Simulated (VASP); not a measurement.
SbBr2, 6 atoms in the cell. Symmetry: Pn-3m, No. 224, cubic system. Conventional cell: a = 6.452 Å, b = 6.452 Å, c = 6.452 Å, α = 90.00°, β = 90.00°, γ = 90.00°. Sb (site symmetry -43m) has 4 Br at 2.79 Å within 3.7 Å. Br (site symmetry -3m) has 2 Sb at 2.79 Å within 3.7 Å. 

- Program: VASP 6.6.1
- Task: relaxation of cell and atoms
- Functional: PBE
- Potentials or basis: VASP PAW PBE potentials, release 64 (Sb, Br)
- Cutoff: 600 eV
- k mesh: 6 × 6 × 6
- Occupations: gaussian, width 0.1 eV
- Spin: no spin polarisation
- Dipole correction: no
- Further INCAR settings: ALGO = Normal; EDIFF = 1e-06; IBRION = 2; EDIFFG = -0.01; NSW = 100; ISIF = 3

Potentials or basis: VASP PAW PBE potentials, release 64 (Sb, Br).

Run with:

```sh
$ cat potpaw_PBE.64/Sb/POTCAR potpaw_PBE.64/Br/POTCAR > POTCAR
$ mpirun -np 1 vasp_std > vasp.out
```

Hardware: 1 thread of Intel(R) Xeon(R) Platinum 8488C (Sapphire Rapids), with other jobs on the host.

How long does it take, and how much memory?

It took 2.5 min on 1 thread of Intel(R) Xeon(R) Platinum 8488C (Sapphire Rapids), on a shared host, peak memory 0.48 GiB. Counts: scf iterations 14, k points 20, ion steps 1.
